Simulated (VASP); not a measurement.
SnSe2:

```
Sn Se
1.0
     6.21287    0.00000    0.00000
     0.00000    6.36529    0.00000
     0.00000    0.00000    3.94391
Sn Se
2 4
Direct
  0.50000 0.50000 0.50000
  0.00000 0.00000 0.00000
  0.73655 0.12666 0.50000
  0.26345 0.87334 0.50000
  0.23655 0.37334 0.00000
  0.76345 0.62666 0.00000
```

```yaml
Program: VASP 6.6.1
Task: relaxation of cell and atoms
Functional: r2SCAN
Dispersion: rVV10
Potentials_or_basis: VASP PAW PBE potentials, release 64 (Sn_d, Se)
Cutoff: 600 eV
k_mesh: 4 × 4 × 6
Occupations: fermi-dirac, width 0.03 eV
Spin: no spin polarisation
```

At the start: pressure 0.1 GPa; volume 25.99 Å³/atom.

Question: How do energy, volume and symmetry change on relaxing?

Answer: Over 12 steps the energy falls by 5.3 meV/atom and the volume is 26.33 Å³/atom (+1.3 %); space group Pnnm (No. 58, to 0.1 Å) before and after.

Step by step:
```csv
step,energy change (eV),largest force (eV/Å),pressure (GPa),volume (Å³)
1,0.0000,0.1631,0.14,155.97
2,-0.0075,0.1286,0.06,156.49
3,-0.0132,0.1501,-0.08,157.97
4,-0.0138,0.1301,-0.06,157.64
5,-0.0185,0.1061,-0.03,157.65
6,-0.0269,0.0366,0.04,157.68
7,-0.0194,0.1386,0.18,157.74
8,-0.0281,0.0292,0.07,157.69
9,-0.0314,0.0180,-0.06,158.09
10,-0.0317,0.0145,-0.11,158.23
11,-0.0317,0.0142,0.15,157.67
12,-0.0318,0.0010,0.01,157.96
```

Final structure:
```xyz
6
Lattice="6.1647 0.0000 0.0000 0.0000 6.5198 0.0000 0.0000 0.0000 3.9300" Properties=species:S:1:pos:R:3 pbc="T T T"
Sn    3.0824    3.2599    1.9650
Sn    0.0000    0.0000    0.0000
Se    4.5986    0.9069    1.9650
Se    1.5661    5.6129    1.9650
Se    1.5162    2.3530    0.0000
Se    4.6485    4.1669    0.0000
```

Caveat: the PAW data sets were made with another functional, which shifts forces and pressure a little.
